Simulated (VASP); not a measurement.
# MgO in VASP: notebook

Runs on MgO. Level: PBE. Tasks: single point.

Program: VASP 6.6.1. These are calculated values, not measurements. Logs are shortened: lines on timing, memory, paths and dates and some standing lists are left out, and cuts for length are marked.

**1. The cell of the first run**

The structure is orthorhombic, space group Immm (No. 71). Conventional cell: a = 2.959 Å, b = 3.080 Å, c = 4.270 Å, α = 90.00°, β = 90.00°, γ = 90.00°. Mg (site symmetry mmm) has 6 O at 2.14 Å within 2.8 Å. Within 2.8 Å of O (site symmetry mmm) lie 6 Mg at 2.14 Å.

**2. Single point, PBE (xy shear strain of -4 %)**

Input file INCAR:

```
PREC = Accurate ; ENCUT = 520
EDIFF = 1E-7 ; ISMEAR = -1
SIGMA = 0.01 ; LREAL = F
LASPH = T ; NELM = 80
ALGO = Normal ; ISIF = 2
LWAVE = F ; LCHARG = F
GGA = PE ; NBANDS = 11
```

Input file KPOINTS:

```
Automatic mesh
0
Gamma
  11 11 11
```

Input file POSCAR:

```
MgO
1.0
   -0.0427030000      2.1351500000      2.1351500000
    2.1351500000     -0.0427030000      2.1351500000
    2.0924470000      2.0924470000      0.0000000000
Mg O
1 1
Direct
    0.0000000000      0.0000000000      0.0000000000
    0.5000000000      0.5000000000      0.5000000000
```

Potentials or basis: VASP PAW PBE potentials, release 64 (Mg, O).

Command:

```sh
cat potpaw_PBE.64/Mg/POTCAR potpaw_PBE.64/O/POTCAR > POTCAR
mpirun -np 1 vasp_std > vasp.out
```

OUTCAR:

```text
PREC = Accurate
   ENCUT = 520
   EDIFF = 1E-7
   ISMEAR = -1
   LREAL = F
   LASPH = T
   NELM = 80
   ISIF = 2
   GGA = PE

 ion  position               nearest neighbor table
   1  0.000  0.000  0.000-   2 2.14   2 2.14   2 2.14   2 2.14   2 2.14   2 2.14
   2  0.500  0.500  0.500-   1 2.14   1 2.14   1 2.14   1 2.14   1 2.14   1 2.14

  LATTYP: Found a body centered orthorhombic cell.
 ALAT       =     2.9591669259
 B/A-ratio  =     1.0408163265
 C/A-ratio  =     1.4430750636

  Lattice vectors:

 A1 = (   0.0427030000,  -2.1351500000,  -2.1351500000)
 A2 = (  -0.0427030000,   2.1351500000,  -2.1351500000)
 A3 = (   2.1351500000,  -0.0427030000,   2.1351500000)

Analysis of symmetry for initial positions (statically):
=====================================================================
 Subroutine PRICEL returns:
 Original cell was already a primitive cell.

 Routine SETGRP: Setting up the symmetry group for a
 body centered orthorhombic supercell.

 Subroutine GETGRP returns: Found  8 space group operations
 (whereof  8 operations were pure point group operations)
 out of a pool of  8 trial point group operations.

The static configuration has the point symmetry D_2h.

Analysis of symmetry for dynamics (positions and initial velocities):
=====================================================================
 Subroutine PRICEL returns:
 Original cell was already a primitive cell.

 Routine SETGRP: Setting up the symmetry group for a
 body centered orthorhombic supercell.

 Subroutine GETGRP returns: Found  8 space group operations
 (whereof  8 operations were pure point group operations)
 out of a pool of  8 trial point group operations.

The dynamic configuration has the point symmetry D_2h.

 Subroutine INISYM returns: Found  8 space group operations
 (whereof  8 operations are pure point group operations),
 and found     1 'primitive' translations

----------------------------------------------------------------------------------------

                                     Primitive cell

  volume of cell :      19.4599

  direct lattice vectors                    reciprocal lattice vectors
    -0.042703000  2.135150000  2.135150000    -0.229583907  0.229583907  0.234175585
     2.135150000 -0.042703000  2.135150000     0.229583907 -0.229583907  0.234175585
     2.092447000  2.092447000  0.000000000     0.238954678  0.238954678 -0.234175585

  length of vectors
     3.019860028  3.019860028  2.959166926     0.400319554  0.400319554  0.411140951

  position of ions in fractional coordinates (direct lattice)
     0.000000000  0.000000000  0.000000000
     0.500000000  0.500000000  0.500000000

  ion indices of the primitive-cell ions
   primitive index   ion index
                 1           1
                 2           2

----------------------------------------------------------------------------------------

 KPOINTS: Automatic mesh

Automatic generation of k-mesh.
 Grid dimensions read from file:
 generate k-points for:   11   11   11

 Generating k-lattice:

  Cartesian coordinates                     Fractional coordinates (reciprocal lattice)
    -0.020871264  0.020871264  0.021288690     0.090909091  0.000000000  0.000000000
     0.020871264 -0.020871264  0.021288690     0.000000000  0.090909091  0.000000000
     0.021723153  0.021723153 -0.021288690    -0.000000000 -0.000000000  0.090909091

  Length of vectors
     0.036392687  0.036392687  0.037376450

  Shift w.r.t. Gamma in fractional coordinates (k-lattice)
     0.000000000  0.000000000  0.000000000

 Subroutine IBZKPT returns following result:
 ===========================================

 Found    216 irreducible k-points:

 Following reciprocal coordinates:
            Coordinates               Weight
  0.000000  0.000000  0.000000      1.000000
  0.090909 -0.000000  0.000000      4.000000
  0.181818  0.000000  0.000000      4.000000
  0.272727  0.000000  0.000000      4.000000
  0.363636  0.000000  0.000000      4.000000
  0.454545  0.000000  0.000000      4.000000
[... 16 lines left out ...]
 -0.272727  0.181818  0.000000      4.000000
 -0.181818  0.181818  0.000000      2.000000
 [... further k-points ...]
   k-points           NKPTS =    216   k-points in BZ     NKDIM =    216   number of bands    NBANDS=     11
   number of dos      NEDOS =    301   number of ions     NIONS =      2
   total plane-waves  NPLWV =  13824
   dimension x,y,z NGX =    24 NGY =   24 NGZ =   24
   dimension x,y,z NGXF=    48 NGYF=   48 NGZF=   48
   ions per type =               1   1
   NGX,Y,Z   is equivalent  to a cutoff of  13.21, 13.21, 13.48 a.u.
   NGXF,Y,Z  is equivalent  to a cutoff of  26.42, 26.42, 26.97 a.u.
 SYSTEM =  unknown system
   PREC   = accura    normal or accurate (medium, high low for compatibility)
   ISTART =      0    job   : 0-new  1-cont  2-samecut
   ICHARG =      2    charge: 1-file 2-atom 10-const
   ISPIN  =      1    spin polarized calculation?
   LNONCOLLINEAR =      F non collinear calculations
   LSORBIT =      F    spin-orbit coupling
   LASPH  =      T    aspherical Exc in radial PAW
   ENCUT  =  520.0 eV  38.22 Ry    6.18 a.u.   5.61  5.61  5.50*2*pi/ulx,y,z
   NELM   =     80;   NELMIN=  2; NELMDL= -5     # of ELM steps
   EDIFF  = 0.1E-06   stopping-criterion for ELM
   LREAL  =      F    real-space projection
   EDIFFG = 0.1E-05   stopping-criterion for IOM
   NSW    =      0    number of steps for IOM
   IBRION =     -1    ionic relax: 0-MD 1-quasi-New 2-CG
   NFREE  =      0    steps in history (QN), initial steepest desc. (CG)
   ISIF   =      2    stress and relaxation
   ISYM   =      2    0-nonsym 1-usesym 2-fastsym
   POTIM  = 0.5000    time-step for ionic-motion
   TEBEG  =    0.0;   TEEND  =   0.0 temperature during run
   PSTRESS=    0.0 pullay stress
   NELECT =       8.0000    total number of electrons
   NUPDOWN=      -1.0000    fix difference up-down
   EMIN   =  10.00;   EMAX   =-10.00  energy-range for DOS
   EFERMI =   0.00;   METHOD = LEGACY
   ISMEAR =    -1;   SIGMA  =   0.01  broadening in eV -4-tet -1-fermi 0-gaus
   EFERMI_NEDOS =   21; number of points for ismear=-14 and -15
   IALGO  =     38    algorithm
   IMIX   =      4    mixing-type and parameters
     AMIX     =   0.40;   BMIX     =  1.00
     AMIX_MAG =   1.60;   BMIX_MAG =  1.00
  volume/ion in A,a.u.               =       9.73        65.66
  Fermi-wavevector in a.u.,A,eV,Ry     =   1.217281  2.300328 20.160763  1.481774
  Thomas-Fermi vector in A             =   2.352607
   LORBIT       =      0    0 simple, 1 ext, 2 COOP (PROOUT), +10 PAW based schemes
   GGA     = PE    functional components
   LHFCALC =     F    Hartree Fock is set to
   AEXX    =    0.0000 exact exchange contribution
   IVDW    =     0    specifies the selected vdW correction
   LEPSILON=     F    determine dielectric tensor
   LRPA    =     F    only Hartree local field effects (RPA)
 non-spin polarized calculation
  energy-cutoff  :      520.00
  volume of cell :       19.46
 maximum number of plane-waves:       541
   NGX = 11   NGY = 11   NGZ = 11

 number of electron       8.0000002 magnetization

 Free energy of the ion-electron system (eV)
  ---------------------------------------------------
  ext. energy  EPLUGINS =         0.00000000
  ---------------------------------------------------
  free energy    TOTEN  =       -11.89617471 eV

  energy without entropy =      -11.89617471  energy(sigma->0) =      -11.89617471

 E-fermi :   3.2732     XC(G=0): -10.8878

 val. band max:        3.0416165651   @ k =   0.0000   0.0000   0.0000
 cond. band min:       7.2118237151   @ k =   0.0000   0.0000   0.0000
 fundamental gap:      4.1702071500
 Fermi energy:         3.2731704307

 k-point     1 :       0.0000    0.0000    0.0000
  band No.  band energies     occupation
      1     -14.1679      2.00000
      2       2.7506      2.00000
      3       2.8866      2.00000
      4       3.0416      2.00000
      5       7.2118      0.00000
      6      17.9010      0.00000
      7      18.4787      0.00000
      8      19.0370      0.00000
      9      22.2312      0.00000
     10      23.9996      0.00000
     11      24.0263      0.00000

 k-point     2 :       0.0909   -0.0000    0.0000
  band No.  band energies     occupation
      1     -14.0893      2.00000
      2       2.2484      2.00000
      3       2.7989      2.00000
      4       2.9911      2.00000
      5       7.7465      0.00000
      6      17.0917      0.00000
      7      18.5132      0.00000
      8      19.2139      0.00000
      9      23.2099      0.00000
     10      23.4579      0.00000
     11      23.6638      0.00000

 k-point     3 :       0.1818    0.0000    0.0000
  band No.  band energies     occupation
      1     -13.8701      2.00000
      2       1.1201      2.00000
      3       2.6702      2.00000
      4       2.8589      2.00000
      5       8.8314      0.00000
      6      15.7547      0.00000
      7      18.9426      0.00000
      8      19.5777      0.00000
      9      22.4323      0.00000
     10      22.8495      0.00000
     11      24.6891      0.00000

 k-point     4 :       0.2727    0.0000    0.0000
  band No.  band energies     occupation
      1     -13.5618      2.00000
      2      -0.0615      2.00000
      3       2.5138      2.00000
      4       2.6926      2.00000
      5       9.8428      0.00000
      6      14.9020      0.00000
      7      19.2090      0.00000
      8      19.6778      0.00000
      9      22.4220      0.00000
     10      23.0984      0.00000
     11      24.2120      0.00000
[... 239 lines left out ...]
 k-point    22 :      -0.3636    0.1818    0.0000
  band No.  band energies     occupation
      1     -12.9888      2.00000
      2      -1.0222      2.00000
      3       1.2168      2.00000
      4       2.3769      2.00000
      5      11.8902      0.00000
      6      14.5982      0.00000
      7      16.6862      0.00000
      8      19.9806      0.00000
      9      22.7387      0.00000
     10      24.2931      0.00000
     11      26.9675      0.00000

 k-point    23 :      -0.2727    0.1818    0.0000
  band No.  band energies     occupation
      1     -13.2028      2.00000
      2      -0.5298      2.00000
      3       1.3624      2.00000
      4       2.5333      2.00000
      5      11.4495      0.00000
      6      14.4911      0.00000
      7      17.2009      0.00000
      8      20.2705      0.00000
      9      22.5440      0.00000
     10      23.3561      0.00000
     11      27.1418      0.00000

 k-point    24 :      -0.1818    0.1818    0.0000
  band No.  band energies     occupation
      1     -13.4772      2.00000
      2       0.0806      2.00000
      3       1.7736      2.00000
      4       2.7011      2.00000
      5      10.5410      0.00000
      6      14.6807      0.00000
      7      18.0037      0.00000
      8      20.8119      0.00000
      9      21.1039      0.00000
     10      23.3906      0.00000
     11      27.0511      0.00000

 [... further k-points ...]
[... 5 lines left out ...]
  --------------------------------------------------------------------------------------
  -------------------------------------------------------------------------------------
  Total       -0.2723425     -0.2723425     -0.3116350      0.6842055      0.0000000      0.0000000
  in kB      -22.4225299    -22.4225299    -25.6575597     56.3320700      0.0000000      0.0000000
  external PRESSURE =     -23.5008732 kB  Pullay stress =       0.0000000 kB

 VOLUME and BASIS-vectors are now :
 -----------------------------------------------------------------------------
  energy-cutoff  :      520.00
  volume of cell :       19.46
      direct lattice vectors                 reciprocal lattice vectors
    -0.042703000  2.135150000  2.135150000    -0.229583907  0.229583907  0.234175585
     2.135150000 -0.042703000  2.135150000     0.229583907 -0.229583907  0.234175585
     2.092447000  2.092447000  0.000000000     0.238954678  0.238954678 -0.234175585

 POSITION                                       TOTAL-FORCE (eV/Angst)
 -----------------------------------------------------------------------------------
      0.00000      0.00000      0.00000        -0.000000     -0.000000     -0.000000
      2.09245      2.09245      2.13515         0.000000      0.000000      0.000000
 -----------------------------------------------------------------------------------
    total drift:                               -0.000000     -0.000000      0.000000

  FREE ENERGIE OF THE ION-ELECTRON SYSTEM (eV)
  ---------------------------------------------------
  free  energy   TOTEN  =       -11.8961747064 eV

  energy  without entropy=      -11.8961747064  energy(sigma->0) =      -11.89617471
```

Wall time 16 s (1 thread of Intel Xeon 6975P-C (Granite Rapids), shared host); peak memory 0.17 GiB.

Results:

- Free energy: -11.8962 eV
- Pressure: -2.4 GPa
- Band gap on the k mesh: 4.17 eV, direct

Levels at points of the mesh, in eV from the valence-band top:
```csv
k point,band 1,band 2,band 3,band 4,band 5,band 6,band 7,band 8
"(0.00, 0.00, 0.00)",-17.21,-0.29,-0.15,0.00,4.17,14.86,15.44,16.00
```

Caveat: the cell differs from its parent crystal (xy shear strain of -4 %).

**3. Single point, PBE, collinear spin, ferromagnetic start**

Input file INCAR:

```
PREC = Accurate ; ENCUT = 520
EDIFF = 1E-7 ; ISMEAR = -1
SIGMA = 0.01 ; LREAL = False
LASPH = True ; NELM = 150
ALGO = Normal ; ISIF = 2
LWAVE = False ; LCHARG = False
ISPIN = 2 ; MAGMOM = 1 1
LORBIT = 11 ; GGA = PE
NBANDS = 15
```

KPOINTS is that of step 2.

Input file POSCAR:

```
MgO
1.0
    0.0000000000      2.1038258084      2.1992045000
    2.1038258084      0.0000000000      2.1992045000
    2.1038258084      2.1038258084      0.0000000000
Mg O
1 1
Direct
    0.0000000000      0.0000000000      0.0000000000
    0.5000000000      0.5000000000      0.5000000000
```

Potentials or basis: VASP PAW PBE potentials, release 64 (Mg, O).

Command:

```sh
cat potpaw_PBE.64/Mg/POTCAR potpaw_PBE.64/O/POTCAR > POTCAR
mpirun -np 1 vasp_std > vasp.out
```

Wall time 29 s (1 thread of Intel Xeon 6975P-C (Granite Rapids), shared host); peak memory 0.18 GiB.

It converged, with:

* Free energy: -11.8972 eV
* Pressure: -1.9 GPa
* Band gap on the k mesh: 4.27 eV, direct
* Net moment: 0.00 μB per cell
* Valence electrons inside the program's atomic spheres: Mg 0.38; O 5.08

Stress tensor (GPa, compression positive):
```
 0.41  0.00  0.00
 0.00  0.41  0.00
 0.00  0.00 -6.40
```

Levels at points of the mesh, in eV from the valence-band top:
Spin up:
| k point | band 1 | band 2 | band 3 | band 4 | band 5 | band 6 | band 7 | band 8 |
| --- | --- | --- | --- | --- | --- | --- | --- | --- |
| (0.00, 0.00, 0.00) | -17.12 | -0.09 | -0.09 | 0.00 | 4.27 | 15.23 | 15.68 | 15.68 |
Spin down:
| k point | band 1 | band 2 | band 3 | band 4 | band 5 | band 6 | band 7 | band 8 |
| --- | --- | --- | --- | --- | --- | --- | --- | --- |
| (0.00, 0.00, 0.00) | -17.12 | -0.09 | -0.09 | 0.00 | 4.27 | 15.23 | 15.68 | 15.68 |

(Continued in part 2 of 2.)
